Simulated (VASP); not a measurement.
Input of a VASP 6.6.1 run:

POSCAR

```
CdSe
1.0
    0.0000000000      3.0678017004      3.2015578546
    3.0678017004      0.0000000000      3.2015578546
    3.0678017004      3.0678017004      0.0000000000
Cd Se
1 1
Direct
    0.0000000000      0.0000000000      0.0000000000
    0.7500000000      0.7500000000      0.7500000000
```

The input INCAR.step1:

```
SYSTEM = CdSe
ALGO = Normal ; EDIFF = 1E-5
ENCUT = 400 ; GGA = PE
GGA_COMPAT = .FALSE. ; ISIF = 2
ISMEAR = 0 ; LASPH = .TRUE.
LCHARG = .FALSE. ; LREAL = .FALSE.
LWAVE = .TRUE. ; NBANDS = 16
NELM = 120 ; PREC = Accurate
SIGMA = 0.01
```

INCAR.step2

```
SYSTEM = CdSe
ALGO = Normal ; EDIFF = 1E-6
ENCUT = 400 ; GGA = PE
GGA_COMPAT = .FALSE. ; HFSCREEN = 0.2079
ISIF = 2 ; ISMEAR = 0
ISTART = 1 ; LASPH = .TRUE.
LCHARG = .FALSE. ; LHFCALC = .TRUE.
LREAL = .FALSE. ; LWAVE = .FALSE.
NBANDS = 16 ; NELM = 120
PREC = Accurate ; PRECFOCK = Normal
SIGMA = 0.01
```

File KPOINTS:

```
k-points
0
G
  6 6 6
  0 0 0
```

Potentials or basis: VASP PAW PBE potentials, release 64 (Cd, Se).

Command:

```sh
$ cat potpaw_PBE.64/Cd/POTCAR potpaw_PBE.64/Se/POTCAR > POTCAR
$ cp INCAR.step1 INCAR
$ mpirun -np 1 vasp_std > vasp.out
$ cp INCAR.step2 INCAR
$ mpirun -np 1 vasp_std > vasp.out
```

What does it give for the band gap on the k mesh?

1.32 eV.

Estimate the pressure.

-2.1 GPa.

Stress tensor (GPa, compression positive):
```
-1.78  0.00  0.00
 0.00 -1.78  0.00
 0.00  0.00 -2.74
```

Caveat: the cell differs from its parent crystal (uniaxial z strain +4.4%); the PAW data sets were made with another functional, which shifts forces and pressure a little.
